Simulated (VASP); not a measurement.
# Ru (I4/mmm) in VASP: notebook

The runs below take Ru through single point, relaxation of cell and atoms, with r2SCAN.

Everything below comes from runs of VASP 6.6.1. Logs are shortened: lines on timing, memory, paths and dates and some standing lists are left out, and cuts for length are marked.

## 1. The cell of the first run

The typed cell holds 1 atom: a = 2.674 Å, b = 2.674 Å, c = 2.674 Å, α = 120.02°, β = 120.02°, γ = 89.97°.

## 2. Single point, r2SCAN

POSCAR reads:

```
Ru
1.0
   -1.3366421112      1.3366421112      1.8912881955
    1.3366421112     -1.3366421112      1.8912881955
    1.3366421112      1.3366421112     -1.8912881955
Ru
1
Direct
    0.0000000000      0.0000000000      0.0000000000
```

INCAR.step1 reads:

```
PREC = Accurate
ENCUT = 660
ISMEAR = 0
SIGMA = 0.1
LREAL = False
LASPH = True
NELM = 120
NBANDS = 14
GGA = PE
ALGO = Normal
EDIFF = 1E-5
LWAVE = True
LCHARG = False
GGA_COMPAT = False
```

INCAR.step2 reads:

```
PREC = Accurate
ENCUT = 660
EDIFF = 1E-6
ISMEAR = 0
SIGMA = 0.1
LREAL = False
LASPH = True
NELM = 120
ALGO = Normal
ISIF = 2
LWAVE = False
LCHARG = True
METAGGA = R2SCAN
LMIXTAU = True
LELF = True
LVHAR = True
NBANDS = 14
ISTART = 1
GGA_COMPAT = False
```

KPOINTS reads:

```
Automatic mesh
0
Gamma
  8 8 8
```

Potentials or basis: VASP PAW PBE potentials, release 64 (Ru_sv).

Started as:

```
cat potpaw_PBE.64/Ru_sv/POTCAR > POTCAR
cp INCAR.step1 INCAR
mpirun -np 1 vasp_std > vasp.out
cp INCAR.step2 INCAR
mpirun -np 1 vasp_std > vasp.out
```

OUTCAR:

```text
PREC = Accurate
   ENCUT = 660
   EDIFF = 1E-6
   ISMEAR = 0
   LREAL = False
   LASPH = True
   NELM = 120
   ISIF = 2
   METAGGA = R2SCAN
   ISTART = 1

 ion  position               nearest neighbor table
   1  0.000  0.000  0.000-

  LATTYP: Found a body centered tetragonal cell.
 ALAT       =     2.6732842224
 C/A-ratio  =     1.4149548182

  Lattice vectors:

 A1 = (  -1.3366421112,   1.3366421112,   1.8912881955)
 A2 = (   1.3366421112,  -1.3366421112,   1.8912881955)
 A3 = (   1.3366421112,   1.3366421112,  -1.8912881955)

Analysis of symmetry for initial positions (statically):
=====================================================================
 Subroutine PRICEL returns:
 Original cell was already a primitive cell.

 Routine SETGRP: Setting up the symmetry group for a
 body centered tetragonal supercell.

 Subroutine GETGRP returns: Found 16 space group operations
 (whereof 16 operations were pure point group operations)
 out of a pool of 16 trial point group operations.

The static configuration has the point symmetry D_4h.

Analysis of symmetry for dynamics (positions and initial velocities):
=====================================================================
 Subroutine PRICEL returns:
 Original cell was already a primitive cell.

 Routine SETGRP: Setting up the symmetry group for a
 body centered tetragonal supercell.

 Subroutine GETGRP returns: Found 16 space group operations
 (whereof 16 operations were pure point group operations)
 out of a pool of 16 trial point group operations.

The dynamic configuration has the point symmetry D_4h.

 Subroutine INISYM returns: Found 16 space group operations
 (whereof 16 operations are pure point group operations),
 and found     1 'primitive' translations

----------------------------------------------------------------------------------------

                                     Primitive cell

  volume of cell :      13.5160

  direct lattice vectors                    reciprocal lattice vectors
    -1.336642111  1.336642111  1.891288196     0.000000000  0.374071710  0.264370074
     1.336642111 -1.336642111  1.891288196     0.374071710  0.000000000  0.264370074
     1.336642111  1.336642111 -1.891288196     0.374071710  0.374071710  0.000000000

  length of vectors
     2.673984911  2.673984911  2.673984911     0.458062419  0.458062419  0.529017285

  position of ions in fractional coordinates (direct lattice)
     0.000000000  0.000000000  0.000000000

  ion indices of the primitive-cell ions
   primitive index   ion index
                 1           1

----------------------------------------------------------------------------------------

 KPOINTS: Automatic mesh

Automatic generation of k-mesh.
 Grid dimensions read from file:
 generate k-points for:    8    8    8

 Generating k-lattice:

  Cartesian coordinates                     Fractional coordinates (reciprocal lattice)
     0.000000000  0.046758964  0.033046259     0.125000000  0.000000000  0.000000000
     0.046758964  0.000000000  0.033046259     0.000000000  0.125000000  0.000000000
     0.046758964  0.046758964  0.000000000     0.000000000  0.000000000  0.125000000

  Length of vectors
     0.057257802  0.057257802  0.066127161

  Shift w.r.t. Gamma in fractional coordinates (k-lattice)
     0.000000000  0.000000000  0.000000000

 Subroutine IBZKPT returns following result:
 ===========================================

 Found     59 irreducible k-points:

 Following reciprocal coordinates:
            Coordinates               Weight
  0.000000  0.000000  0.000000      1.000000
  0.125000 -0.000000  0.000000      8.000000
  0.250000 -0.000000  0.000000      8.000000
  0.375000 -0.000000  0.000000      8.000000
  0.500000 -0.000000  0.000000      4.000000
  0.125000  0.125000  0.000000      8.000000
[... 16 lines left out ...]
  0.250000  0.125000  0.125000     16.000000
  0.375000  0.125000  0.125000      8.000000
 [... further k-points ...]
   k-points           NKPTS =     59   k-points in BZ     NKDIM =     59   number of bands    NBANDS=     14
   number of dos      NEDOS =    301   number of ions     NIONS =      1
   total plane-waves  NPLWV =  13824
   dimension x,y,z NGX =    24 NGY =   24 NGZ =   24
   dimension x,y,z NGXF=    48 NGYF=   48 NGZF=   48
   ions per type =               1
   NGX,Y,Z   is equivalent  to a cutoff of  14.92, 14.92, 14.92 a.u.
   NGXF,Y,Z  is equivalent  to a cutoff of  29.84, 29.84, 29.84 a.u.
 SYSTEM =  unknown system
   PREC   = accura    normal or accurate (medium, high low for compatibility)
   ISTART =      1    job   : 0-new  1-cont  2-samecut
   ICHARG =      0    charge: 1-file 2-atom 10-const
   ISPIN  =      1    spin polarized calculation?
   LNONCOLLINEAR =      F non collinear calculations
   LSORBIT =      F    spin-orbit coupling
   LASPH  =      T    aspherical Exc in radial PAW
   ENCUT  =  660.0 eV  48.51 Ry    6.96 a.u.   5.60  5.60  5.60*2*pi/ulx,y,z
   NELM   =    120;   NELMIN=  2; NELMDL=  0     # of ELM steps
   EDIFF  = 0.1E-05   stopping-criterion for ELM
   LREAL  =      F    real-space projection
   EDIFFG = 0.1E-04   stopping-criterion for IOM
   NSW    =      0    number of steps for IOM
   IBRION =     -1    ionic relax: 0-MD 1-quasi-New 2-CG
   NFREE  =      0    steps in history (QN), initial steepest desc. (CG)
   ISIF   =      2    stress and relaxation
   ISYM   =      2    0-nonsym 1-usesym 2-fastsym
   POTIM  = 0.5000    time-step for ionic-motion
   TEBEG  =    0.0;   TEEND  =   0.0 temperature during run
   PSTRESS=    0.0 pullay stress
   NELECT =      16.0000    total number of electrons
   NUPDOWN=      -1.0000    fix difference up-down
   EMIN   =  10.00;   EMAX   =-10.00  energy-range for DOS
   EFERMI =   0.00;   METHOD = LEGACY
   ISMEAR =     0;   SIGMA  =   0.10  broadening in eV -4-tet -1-fermi 0-gaus
   EFERMI_NEDOS =   21; number of points for ismear=-14 and -15
   IALGO  =     38    algorithm
   IMIX   =      4    mixing-type and parameters
     AMIX     =   0.40;   BMIX     =  1.00
     AMIX_MAG =   1.60;   BMIX_MAG =  1.00
  volume/ion in A,a.u.               =      13.52        91.21
  Fermi-wavevector in a.u.,A,eV,Ry     =   1.731804  3.272636 40.805864  2.999146
  Thomas-Fermi vector in A             =   2.806101
   LORBIT       =      0    0 simple, 1 ext, 2 COOP (PROOUT), +10 PAW based schemes
   METAGGA = R2SCAN    functional components
   LHFCALC =     F    Hartree Fock is set to
   AEXX    =    0.0000 exact exchange contribution
   IVDW    =     0    specifies the selected vdW correction
   LEPSILON=     F    determine dielectric tensor
   LRPA    =     F    only Hartree local field effects (RPA)
 non-spin polarized calculation
 Gauss-broadening in eV      SIGMA  =   0.10
  energy-cutoff  :      660.00
  volume of cell :       13.52
 maximum number of plane-waves:       534
 NGX is ok and might be reduce to    24
   NGX = 11   NGY = 11   NGZ = 11

 number of electron      16.0000001 magnetization

 Free energy of the ion-electron system (eV)
  ---------------------------------------------------
  ext. energy  EPLUGINS =         0.00000000
  ---------------------------------------------------
  free energy    TOTEN  =       -25.38857526 eV

  energy without entropy =      -25.38494183  energy(sigma->0) =      -25.38675855

 E-fermi :  14.9158     XC(G=0): -15.5617

 val. band max:       14.9088994513   @ k =   0.0000   0.0000   0.0000
 cond. band min:      14.9172025626   @ k =   0.0000   0.0000   0.0000
 fundamental gap:      0.0083031112
 Fermi energy:        14.9157851928

 k-point     1 :       0.0000    0.0000    0.0000
  band No.  band energies     occupation
      1     -60.1686      2.00000
      2     -28.7100      2.00000
      3     -28.7098      2.00000
      4     -28.7098      2.00000
      5       6.7681      2.00000
      6      12.3478      2.00000
      7      12.3547      2.00000
      8      12.3547      2.00000
      9      14.9089      1.07757
     10      14.9172      0.98401
     11      30.6468      0.00000
     12      36.7131      0.00000
     13      36.7322      0.00000
     14      36.7322      0.00000

 k-point     2 :       0.1250   -0.0000    0.0000
  band No.  band energies     occupation
      1     -60.1393      2.00000
      2     -28.8879      2.00000
      3     -28.7331      2.00000
      4     -28.7329      2.00000
      5       7.4387      2.00000
      6      12.0384      2.00000
      7      12.6075      2.00000
      8      12.6123      2.00000
      9      14.7700      1.96079
     10      14.7770      1.95036
     11      31.7170      0.00000
     12      34.2695      0.00000
     13      37.8165      0.00000
     14      37.8296      0.00000

 k-point     3 :       0.2500   -0.0000    0.0000
  band No.  band energies     occupation
      1     -60.0679      2.00000
      2     -29.3068      2.00000
      3     -28.7885      2.00000
      4     -28.7880      2.00000
      5       8.7052      2.00000
      6      12.0948      2.00000
      7      12.7668      2.00000
      8      12.7734      2.00000
      9      15.0864      0.01585
     10      15.0887      0.01447
     11      30.9045      0.00000
     12      33.1003      0.00000
     13      40.6367      0.00000
     14      40.6494      0.00000

 k-point     4 :       0.3750   -0.0000    0.0000
  band No.  band energies     occupation
      1     -59.9957      2.00000
      2     -29.7120      2.00000
      3     -28.8434      2.00000
      4     -28.8426      2.00000
      5       8.8269      2.00000
      6      12.4071      2.00000
      7      12.4143      2.00000
      8      14.3015      2.00000
      9      16.2352      0.00000
     10      16.2369      0.00000
     11      27.7497      0.00000
     12      31.3085      0.00000
     13      38.7741      0.00000
     14      38.7795      0.00000

 k-point     5 :       0.5000   -0.0000    0.0000
  band No.  band energies     occupation
      1     -59.9656      2.00000
      2     -29.8761      2.00000
      3     -28.8660      2.00000
      4     -28.8650      2.00000
      5       8.6696      2.00000
      6      12.2115      2.00000
      7      12.2186      2.00000
      8      16.1220      0.00000
      9      16.8794      0.00000
     10      16.8829      0.00000
     11      25.6700      0.00000
[... 276 lines left out ...]
 k-point    22 :       0.1250    0.1250    0.1250
  band No.  band energies     occupation
      1     -60.0145      2.00000
      2     -29.4055      2.00000
      3     -29.0053      2.00000
      4     -28.8606      2.00000
      5       9.9330      2.00000
      6      10.6891      2.00000
      7      12.2814      2.00000
      8      14.3148      2.00000
      9      14.4817      2.00000
     10      17.0328      0.00000
     11      31.6613      0.00000
     12      33.6850      0.00000
     13      35.7719      0.00000
     14      37.3404      0.00000

 k-point    23 :       0.2500    0.1250    0.1250
  band No.  band energies     occupation
      1     -59.9564      2.00000
      2     -29.6235      2.00000
      3     -29.1339      2.00000
      4     -28.9275      2.00000
      5      10.0666      2.00000
      6      11.2214      2.00000
      7      11.9272      2.00000
      8      13.9477      2.00000
      9      15.9540      0.00000
     10      19.5339      0.00000
     11      28.2379      0.00000
     12      32.2677      0.00000
     13      33.7977      0.00000
     14      38.5274      0.00000

 k-point    24 :       0.3750    0.1250    0.1250
  band No.  band energies     occupation
      1     -59.9322      2.00000
      2     -29.7172      2.00000
      3     -29.1740      2.00000
      4     -28.9637      2.00000
      5       9.9929      2.00000
      6      10.9289      2.00000
      7      12.7620      2.00000
      8      13.5985      2.00000
      9      16.6220      0.00000
     10      21.7386      0.00000
     11      25.1896      0.00000
     12      32.0687      0.00000
     13      33.3809      0.00000
     14      37.0638      0.00000

 [... further k-points ...]

------------------------ aborting loop because EDIFF is reached ----------------------------------------

  FORCE on cell =-STRESS in cart. coord.  units (eV):
  Direction    XX          YY          ZZ          XY          YZ          ZX
  --------------------------------------------------------------------------------------
  -------------------------------------------------------------------------------------
  Total        0.0095667      0.0095667     -0.0045093      0.0000000     -0.0000000      0.0000000
  in kB        1.1340334      1.1340334     -0.5345349      0.0000000     -0.0000000      0.0000000
  external PRESSURE =       0.5778439 kB  Pullay stress =       0.0000000 kB

 VOLUME and BASIS-vectors are now :
 -----------------------------------------------------------------------------
  energy-cutoff  :      660.00
  volume of cell :       13.52
      direct lattice vectors                 reciprocal lattice vectors
    -1.336642111  1.336642111  1.891288196     0.000000000  0.374071710  0.264370074
     1.336642111 -1.336642111  1.891288196     0.374071710  0.000000000  0.264370074
     1.336642111  1.336642111 -1.891288196     0.374071710  0.374071710  0.000000000

 POSITION                                       TOTAL-FORCE (eV/Angst)
 -----------------------------------------------------------------------------------
      0.00000      0.00000      0.00000         0.000000      0.000000      0.000000
 -----------------------------------------------------------------------------------
    total drift:                                0.000000      0.000000     -0.000000

  FREE ENERGIE OF THE ION-ELECTRON SYSTEM (eV)
  ---------------------------------------------------
  free  energy   TOTEN  =       -25.3885752596 eV

  energy  without entropy=      -25.3849418330  energy(sigma->0) =      -25.38675855
```

Wall time 26 s (1 thread of Intel Xeon Platinum 8375C at 2.90GHz (Ice Lake), shared host); peak memory 0.15 GiB.

What came out:

```
Free energy            : -25.3886 eV
Pressure               : 0.1 GPa
Band gap on the k mesh : zero (band 8 reaches 17.43 eV, above the bottom of band 9 at 14.13 eV)
```

Caveat: the k points lie up to 0.42 Å⁻¹ apart; the PAW data sets were made with another functional, which shifts forces and pressure a little.

## 3. Relaxation of cell and atoms, r2SCAN

This run uses another cell than the first one, of 14.10 Å³/atom, 1.043 times its volume.

POSCAR reads:

```
Ru
1.0
   -1.3232514313      1.3232514313      2.0131340150
    1.3232514313     -1.3232514313      2.0131340150
    1.3232514313      1.3232514313     -2.0131340150
Ru
1
Direct
    0.0000000000      0.0000000000      0.0000000000
```

INCAR.step1 reads:

```
ALGO     = Normal         # electronic algorithm
EDIFF    = 1E-5           # SCF threshold, eV
EDIFFG   = -0.005         # ionic threshold
ENCUT    = 660            # plane-wave cutoff, eV
GGA      = PE             # functional
GGA_COMPAT= F            
IBRION   = 2              # ionic algorithm
ISIF     = 3              # what is computed and relaxed
ISMEAR   = 0              # smearing method
LASPH    = T              # aspherical terms in the spheres
LCHARG   = F              # write CHGCAR
LREAL    = F              # projectors in reciprocal space
LWAVE    = T              # write WAVECAR
NELM     = 120            # most SCF steps
NELMIN   = 4            
NSW      = 100            # ionic steps
PREC     = Accurate       # precision mode
SIGMA    = 0.1            # smearing width, eV
```

INCAR.step2 reads:

```
ALGO     = Normal         # electronic algorithm
EDIFF    = 1E-7           # SCF threshold, eV
EDIFFG   = -0.04          # ionic threshold
ENCUT    = 660            # plane-wave cutoff, eV
GGA_COMPAT= F            
IBRION   = 2              # ionic algorithm
ISIF     = 3              # what is computed and relaxed
ISMEAR   = 0              # smearing method
ISTART   = 1            
LASPH    = T              # aspherical terms in the spheres
LCHARG   = F              # write CHGCAR
LMIXTAU  = T            
LREAL    = F              # projectors in reciprocal space
LWAVE    = F              # write WAVECAR
METAGGA  = R2SCAN         # meta-GGA
NELM     = 120            # most SCF steps
NELMIN   = 4            
NSW      = 90             # ionic steps
PREC     = Accurate       # precision mode
SIGMA    = 0.1            # smearing width, eV
```

KPOINTS reads:

```
k-points
0
Gamma
  8 8 8
```

Potentials or basis: VASP PAW PBE potentials, release 64 (Ru_sv).

Started as:

```
cat potpaw_PBE.64/Ru_sv/POTCAR > POTCAR
cp INCAR.step1 INCAR
mpirun -np 1 vasp_std > vasp.out
cp INCAR.step2 INCAR
mpirun -np 1 vasp_std > vasp.out
```

Run time: 4.4 min. Hardware: 1 thread of AMD EPYC 9R45 (Zen 5), shared host; peak memory 0.13 GiB.

It converged, with:

```yaml
Free_energy: -25.3890 eV
Relaxed_volume: 13.52 Å³/atom
Relaxed_cell: a = 2.674 Å, b = 2.674 Å, c = 2.674 Å, α = 119.99°, β = 119.99°, γ = 90.02°
Space_group_after_relaxing_to_0.05_Å: Fm-3m (No. 225)
Energy_gained_by_relaxing: 59.3 meV/atom
Ionic_steps: 7
Pressure_after_relaxing: 0.0 GPa
Band_gap_on_the_k_mesh: zero (band 8 reaches 17.42 eV, above the bottom of band 9 at 14.13 eV)
```

Stress tensor (GPa, compression positive):
```
-0.07  0.00  0.00
 0.00 -0.07  0.00
 0.00  0.00  0.04
```

Step by step:
| step | energy change (eV) | largest force (eV/Å) | pressure (GPa) | volume (Å³) |
| --- | --- | --- | --- | --- |
| 1 | 0.0000 | 0.0000 | -11.78 | 14.10 |
| 2 | 0.1436 | 0.0000 | 49.83 | 12.06 |
| 3 | -0.0405 | 0.0000 | 3.33 | 13.41 |
| 4 | -0.0588 | 0.0000 | -1.53 | 13.58 |
| 5 | -0.0591 | 0.0000 | -1.10 | 13.56 |
| 6 | -0.0584 | 0.0000 | 2.36 | 13.42 |
| 7 | -0.0593 | 0.0000 | -0.03 | 13.52 |

Final structure:
```xyz
1
Lattice="-1.3372 1.3372 1.8904 1.3372 -1.3372 1.8904 1.3372 1.3372 -1.8904" Properties=species:S:1:pos:R:3 pbc="T T T"
Ru    0.0000    0.0000    0.0000
```

Levels at points of the mesh, in eV from the Fermi level:
| k point | band 4 | band 5 | band 6 | band 7 | band 8 | band 9 | band 10 | band 11 | band 12 |
| --- | --- | --- | --- | --- | --- | --- | --- | --- | --- |
| (0.00, 0.00, 0.00) | -43.63 | -8.15 | -2.56 | -2.56 | -2.56 | -0.01 | 0.00 | 15.73 | 21.82 |
| (0.50, 0.00, 0.00) | -43.78 | -6.24 | -2.70 | -2.70 | 1.21 | 1.96 | 1.97 | 10.75 | 15.37 |
| (0.50, 0.50, 0.00) | -44.04 | -6.58 | -6.09 | 1.91 | 2.51 | 2.51 | 3.97 | 14.28 | 14.28 |
| (0.50, 0.50, 0.50) | -44.05 | -6.58 | -6.09 | 1.91 | 2.51 | 2.51 | 3.98 | 14.28 | 14.50 |

Caveat: the k points lie up to 0.42 Å⁻¹ apart in the final cell; the PAW data sets were made with another functional, which shifts forces and pressure a little.
